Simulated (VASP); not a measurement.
# SiC (Moissanite 3C) (F-43m) in VASP: further runs

SiC (Moissanite 3C) is run at these levels: PBEsol; tasks: single point, relaxation of cell and atoms.

Program: VASP 6.6.1. These are calculated values, not measurements. Logs are shortened: lines on timing, memory, paths and dates and some standing lists are left out, and cuts for length are marked.

**Measured values to compare with.**

“Insight into the structural, elastic and electronic properties of a new orthorhombic 6O-SiC polytype”, 2020, pmc:7200658 quotes, for a bulk crystal of SiC: band gap 2.4 eV (indirect).

The runs below are set against these values where they give the same quantity.

**1. The cell of the first run**

Symmetry: F-43m, No. 216, cubic system. The conventional cell has a = 4.357 Å, b = 4.357 Å, c = 4.357 Å, α = 90.00°, β = 90.00°, γ = 90.00°. Within 2.5 Å of Si (site symmetry -43m) lie 4 C at 1.89 Å. C (site symmetry -43m) has 4 Si at 1.89 Å within 2.5 Å.

**2. Single point, PBEsol**

Contents of INCAR:

```
PREC = Accurate
ENCUT = 520
EDIFF = 1E-7
ISMEAR = 0
SIGMA = 0.02
LREAL = False
LASPH = True
NELM = 100
ALGO = Normal
ISIF = 2
LWAVE = False
LCHARG = False
GGA = PS
NBANDS = 11
```

Contents of KPOINTS:

```
Automatic mesh
0
Gamma
  10 10 10
```

Contents of POSCAR:

```
SiC
1.0
    0.0000000000      2.1784203130      2.1784203130
    2.1784203130      0.0000000000      2.1784203130
    2.1784203130      2.1784203130      0.0000000000
Si C
1 1
Direct
    0.0000000000      0.0000000000      0.0000000000
    0.2500000000      0.2500000000      0.2500000000
```

Potentials or basis: VASP PAW PBE potentials, release 64 (Si, C).

Run with:

```bash
> cat potpaw_PBE.64/Si/POTCAR potpaw_PBE.64/C/POTCAR > POTCAR
> mpirun -np 1 vasp_std > vasp.out
```

OUTCAR:

```text
PREC = Accurate
   ENCUT = 520
   EDIFF = 1E-7
   ISMEAR = 0
   LREAL = False
   LASPH = True
   NELM = 100
   ISIF = 2
   GGA = PS

 ion  position               nearest neighbor table
   1  0.000  0.000  0.000-   2 1.89   2 1.89   2 1.89   2 1.89
   2  0.250  0.250  0.250-   1 1.89   1 1.89   1 1.89   1 1.89

  LATTYP: Found a face centered cubic cell.
 ALAT       =     4.3568406260

  Lattice vectors:

 A1 = (   0.0000000000,   2.1784203130,   2.1784203130)
 A2 = (   2.1784203130,   0.0000000000,   2.1784203130)
 A3 = (   2.1784203130,   2.1784203130,   0.0000000000)

Analysis of symmetry for initial positions (statically):
=====================================================================
 Subroutine PRICEL returns:
 Original cell was already a primitive cell.

 Routine SETGRP: Setting up the symmetry group for a
 face centered cubic supercell.

 Subroutine GETGRP returns: Found 24 space group operations
 (whereof 24 operations were pure point group operations)
 out of a pool of 48 trial point group operations.

The static configuration has the point symmetry T_d .

Analysis of symmetry for dynamics (positions and initial velocities):
=====================================================================
 Subroutine PRICEL returns:
 Original cell was already a primitive cell.

 Routine SETGRP: Setting up the symmetry group for a
 face centered cubic supercell.

 Subroutine GETGRP returns: Found 24 space group operations
 (whereof 24 operations were pure point group operations)
 out of a pool of 48 trial point group operations.

The dynamic configuration has the point symmetry T_d .

 Subroutine INISYM returns: Found 24 space group operations
 (whereof 24 operations are pure point group operations),
 and found     1 'primitive' translations

----------------------------------------------------------------------------------------

                                     Primitive cell

  volume of cell :      20.6755

  direct lattice vectors                    reciprocal lattice vectors
     0.000000000  2.178420313  2.178420313    -0.229524118  0.229524118  0.229524118
     2.178420313  0.000000000  2.178420313     0.229524118 -0.229524118  0.229524118
     2.178420313  2.178420313  0.000000000     0.229524118  0.229524118 -0.229524118

  length of vectors
     3.080751551  3.080751551  3.080751551     0.397547433  0.397547433  0.397547433

  position of ions in fractional coordinates (direct lattice)
     0.000000000  0.000000000  0.000000000
     0.250000000  0.250000000  0.250000000

  ion indices of the primitive-cell ions
   primitive index   ion index
                 1           1
                 2           2

----------------------------------------------------------------------------------------

 KPOINTS: Automatic mesh

Automatic generation of k-mesh.
 Grid dimensions read from file:
 generate k-points for:   10   10   10

 Generating k-lattice:

  Cartesian coordinates                     Fractional coordinates (reciprocal lattice)
    -0.022952412  0.022952412  0.022952412     0.100000000  0.000000000  0.000000000
     0.022952412 -0.022952412  0.022952412     0.000000000  0.100000000  0.000000000
     0.022952412  0.022952412 -0.022952412     0.000000000  0.000000000  0.100000000

  Length of vectors
     0.039754743  0.039754743  0.039754743

  Shift w.r.t. Gamma in fractional coordinates (k-lattice)
     0.000000000  0.000000000  0.000000000

 Subroutine IBZKPT returns following result:
 ===========================================

 Found     47 irreducible k-points:

 Following reciprocal coordinates:
            Coordinates               Weight
  0.000000  0.000000  0.000000      1.000000
  0.100000  0.000000  0.000000      8.000000
  0.200000  0.000000  0.000000      8.000000
  0.300000  0.000000  0.000000      8.000000
  0.400000  0.000000  0.000000      8.000000
  0.500000  0.000000  0.000000      4.000000
[... 16 lines left out ...]
  0.300000  0.300000  0.000000      6.000000
  0.400000  0.300000  0.000000     24.000000
 [... further k-points ...]
   k-points           NKPTS =     47   k-points in BZ     NKDIM =     47   number of bands    NBANDS=     11
   number of dos      NEDOS =    301   number of ions     NIONS =      2
   total plane-waves  NPLWV =  13824
   dimension x,y,z NGX =    24 NGY =   24 NGZ =   24
   dimension x,y,z NGXF=    48 NGYF=   48 NGZF=   48
   ions per type =               1   1
   NGX,Y,Z   is equivalent  to a cutoff of  12.95, 12.95, 12.95 a.u.
   NGXF,Y,Z  is equivalent  to a cutoff of  25.90, 25.90, 25.90 a.u.
 SYSTEM =  unknown system
   PREC   = accura    normal or accurate (medium, high low for compatibility)
   ISTART =      0    job   : 0-new  1-cont  2-samecut
   ICHARG =      2    charge: 1-file 2-atom 10-const
   ISPIN  =      1    spin polarized calculation?
   LNONCOLLINEAR =      F non collinear calculations
   LSORBIT =      F    spin-orbit coupling
   LASPH  =      T    aspherical Exc in radial PAW
   ENCUT  =  520.0 eV  38.22 Ry    6.18 a.u.   5.73  5.73  5.73*2*pi/ulx,y,z
   NELM   =    100;   NELMIN=  2; NELMDL= -5     # of ELM steps
   EDIFF  = 0.1E-06   stopping-criterion for ELM
   LREAL  =      F    real-space projection
   EDIFFG = 0.1E-05   stopping-criterion for IOM
   NSW    =      0    number of steps for IOM
   IBRION =     -1    ionic relax: 0-MD 1-quasi-New 2-CG
   NFREE  =      0    steps in history (QN), initial steepest desc. (CG)
   ISIF   =      2    stress and relaxation
   ISYM   =      2    0-nonsym 1-usesym 2-fastsym
   POTIM  = 0.5000    time-step for ionic-motion
   TEBEG  =    0.0;   TEEND  =   0.0 temperature during run
   PSTRESS=    0.0 pullay stress
   NELECT =       8.0000    total number of electrons
   NUPDOWN=      -1.0000    fix difference up-down
   EMIN   =  10.00;   EMAX   =-10.00  energy-range for DOS
   EFERMI =   0.00;   METHOD = LEGACY
   ISMEAR =     0;   SIGMA  =   0.02  broadening in eV -4-tet -1-fermi 0-gaus
   EFERMI_NEDOS =   21; number of points for ismear=-14 and -15
   IALGO  =     38    algorithm
   IMIX   =      4    mixing-type and parameters
     AMIX     =   0.40;   BMIX     =  1.00
     AMIX_MAG =   1.60;   BMIX_MAG =  1.00
  volume/ion in A,a.u.               =      10.34        69.76
  Fermi-wavevector in a.u.,A,eV,Ry     =   1.192943  2.254336 19.362639  1.423114
  Thomas-Fermi vector in A             =   2.328970
   LORBIT       =      0    0 simple, 1 ext, 2 COOP (PROOUT), +10 PAW based schemes
   GGA     = PS    functional components
   LHFCALC =     F    Hartree Fock is set to
   AEXX    =    0.0000 exact exchange contribution
   IVDW    =     0    specifies the selected vdW correction
   LEPSILON=     F    determine dielectric tensor
   LRPA    =     F    only Hartree local field effects (RPA)
 non-spin polarized calculation
 Gauss-broadening in eV      SIGMA  =   0.02
  energy-cutoff  :      520.00
  volume of cell :       20.68
 maximum number of plane-waves:       568
   NGX = 11   NGY = 11   NGZ = 11

 number of electron       8.0000001 magnetization

 Free energy of the ion-electron system (eV)
  ---------------------------------------------------
  ext. energy  EPLUGINS =         0.00000000
  ---------------------------------------------------
  free energy    TOTEN  =       -15.91495143 eV

  energy without entropy =      -15.91495143  energy(sigma->0) =      -15.91495143

 E-fermi :   8.1938     XC(G=0): -11.5083

 val. band max:        8.0655701878   @ k =   0.0000   0.0000   0.0000
 cond. band min:       9.2986371295   @ k =   0.5000   0.5000   0.0000
 fundamental gap:      1.2330669418
 Fermi energy:         8.1938064849

 k-point     1 :       0.0000    0.0000    0.0000
  band No.  band energies     occupation
      1      -7.3649      2.00000
      2       8.0656      2.00000
      3       8.0656      2.00000
      4       8.0656      2.00000
      5      14.2621      0.00000
      6      15.3135      0.00000
      7      15.3135      0.00000
      8      15.3135      0.00000
      9      22.5265      0.00000
     10      22.5265      0.00000
     11      24.3405      0.00000

 k-point     2 :       0.1000    0.0000    0.0000
  band No.  band energies     occupation
      1      -7.1686      2.00000
      2       7.0503      2.00000
      3       7.9307      2.00000
      4       7.9307      2.00000
      5      14.5122      0.00000
      6      15.5579      0.00000
      7      15.5579      0.00000
      8      15.5953      0.00000
      9      21.5499      0.00000
     10      21.5499      0.00000
     11      24.1412      0.00000

 k-point     3 :       0.2000    0.0000    0.0000
  band No.  band energies     occupation
      1      -6.5881      2.00000
      2       4.9191      2.00000
      3       7.6220      2.00000
      4       7.6220      2.00000
      5      14.2128      0.00000
      6      15.9148      0.00000
      7      15.9148      0.00000
      8      16.7913      0.00000
      9      20.8755      0.00000
     10      20.8755      0.00000
     11      23.2592      0.00000

 k-point     4 :       0.3000    0.0000    0.0000
  band No.  band energies     occupation
      1      -5.6580      2.00000
      2       2.5938      2.00000
      3       7.3048      2.00000
      4       7.3048      2.00000
      5      13.8043      0.00000
      6      15.7654      0.00000
      7      15.7654      0.00000
      8      17.7340      0.00000
      9      21.7026      0.00000
     10      21.7026      0.00000
     11      23.0076      0.00000
[... 239 lines left out ...]
 k-point    22 :      -0.2000    0.2000    0.0000
  band No.  band energies     occupation
      1      -5.3461      2.00000
      2       3.2488      2.00000
      3       4.8112      2.00000
      4       7.4160      2.00000
      5      14.5476      0.00000
      6      16.0032      0.00000
      7      16.3774      0.00000
      8      17.1552      0.00000
      9      19.4997      0.00000
     10      23.3698      0.00000
     11      27.1220      0.00000

 k-point    23 :       0.3000    0.3000    0.0000
  band No.  band energies     occupation
      1      -5.0795      2.00000
      2       3.7083      2.00000
      3       5.6817      2.00000
      4       5.6817      2.00000
      5      11.1231      0.00000
      6      13.5645      0.00000
      7      19.5437      0.00000
      8      19.5437      0.00000
      9      20.4043      0.00000
     10      25.1099      0.00000
     11      29.6541      0.00000

 k-point    24 :       0.4000    0.3000    0.0000
  band No.  band energies     occupation
      1      -4.2031      2.00000
      2       2.4785      2.00000
      3       4.8799      2.00000
      4       5.4180      2.00000
      5      10.8225      0.00000
      6      13.5805      0.00000
      7      19.6273      0.00000
      8      19.9359      0.00000
      9      21.7530      0.00000
     10      26.0866      0.00000
     11      29.2468      0.00000

 [... further k-points ...]
[... 5 lines left out ...]
  --------------------------------------------------------------------------------------
  -------------------------------------------------------------------------------------
  Total        0.0451439      0.0451439      0.0451439      0.0000000      0.0000000      0.0000000
  in kB        3.4982808      3.4982808      3.4982808      0.0000000      0.0000000      0.0000000
  external PRESSURE =       3.4982808 kB  Pullay stress =       0.0000000 kB

 VOLUME and BASIS-vectors are now :
 -----------------------------------------------------------------------------
  energy-cutoff  :      520.00
  volume of cell :       20.68
      direct lattice vectors                 reciprocal lattice vectors
     0.000000000  2.178420313  2.178420313    -0.229524118  0.229524118  0.229524118
     2.178420313  0.000000000  2.178420313     0.229524118 -0.229524118  0.229524118
     2.178420313  2.178420313  0.000000000     0.229524118  0.229524118 -0.229524118

 POSITION                                       TOTAL-FORCE (eV/Angst)
 -----------------------------------------------------------------------------------
      0.00000      0.00000      0.00000        -0.000000     -0.000000     -0.000000
      1.08921      1.08921      1.08921         0.000000      0.000000      0.000000
 -----------------------------------------------------------------------------------
    total drift:                                0.000000      0.000000      0.000000

  FREE ENERGIE OF THE ION-ELECTRON SYSTEM (eV)
  ---------------------------------------------------
  free  energy   TOTEN  =       -15.9149514297 eV

  energy  without entropy=      -15.9149514297  energy(sigma->0) =      -15.91495143
```

It took 7.2 s on 1 thread of AMD EPYC 9R45 (Zen 5), shared host; peak memory 0.11 GiB.

What came out:

| Property | Result |
| --- | --- |
| Free energy | -15.9150 eV |
| Pressure | 0.3 GPa |
| Band gap on the k mesh | 1.23 eV, indirect (least direct gap 4.44 eV) |

Caveat: the PAW data sets were made with another functional, which shifts forces and pressure a little.

**3. Relaxation of cell and atoms, PBEsol**

Contents of INCAR:

```
SYSTEM = SiC
ALGO = Normal ; EDIFF = 1E-6
EDIFFG = -0.005 ; ENCUT = 600
GGA = PS ; IBRION = 2
ISIF = 3 ; ISMEAR = 0
LASPH = .TRUE. ; LCHARG = .FALSE.
LREAL = .FALSE. ; LWAVE = .FALSE.
NELM = 80 ; NSW = 100
PREC = Accurate ; SIGMA = 0.02
```

Contents of KPOINTS:

```
k-points
0
G
  10 10 10
  0 0 0
```

Contents of POSCAR:

```
SiC
1.0
    0.0000000000      2.1790000000      2.1790000000
    2.1790000000      0.0000000000      2.1790000000
    2.1790000000      2.1790000000      0.0000000000
Si C
1 1
Direct
    0.0000000000      0.0000000000      0.0000000000
    0.2500000000      0.2500000000      0.2500000000
```

Potentials or basis: VASP PAW PBE potentials, release 64 (Si, C).

Run with:

```bash
> cat potpaw_PBE.64/Si/POTCAR potpaw_PBE.64/C/POTCAR > POTCAR
> mpirun -np 1 vasp_std > vasp.out
```

It took 8.3 s on 1 thread of AMD EPYC 9R45 (Zen 5), shared host; peak memory 0.12 GiB.

The run converged. Its results:

| Property | Result |
| --- | --- |
| Free energy | -15.9161 eV |
| Pressure after relaxing | 0.0 GPa |
| Band gap on the k mesh | 1.23 eV, indirect (least direct gap 4.44 eV) |

Final structure:
```
Si C
1.0
     0.00000    2.17900    2.17900
     2.17900    0.00000    2.17900
     2.17900    2.17900    0.00000
Si C
1 1
Direct
  0.00000 0.00000 0.00000
  0.25000 0.25000 0.25000
```

Levels at points of the mesh, in eV from the valence-band top:
| k point | band 1 | band 2 | band 3 | band 4 | band 5 | band 6 | band 7 | band 8 |
| --- | --- | --- | --- | --- | --- | --- | --- | --- |
| (0.00, 0.00, 0.00) | -15.42 | 0.00 | 0.00 | 0.00 | 6.19 | 7.24 | 7.24 | 7.24 |
| (0.50, 0.00, 0.00) | -11.82 | -8.60 | -1.06 | -1.06 | 5.37 | 7.14 | 7.14 | 9.92 |
| (0.50, 0.50, 0.00) | -10.36 | -7.83 | -3.21 | -3.21 | 1.23 | 4.20 | 13.95 | 13.95 |

Caveat: the relaxation stopped at its first step, so nothing moved; the PAW data sets were made with another functional, which shifts forces and pressure a little.

(Part 1 of 2 ends here.)
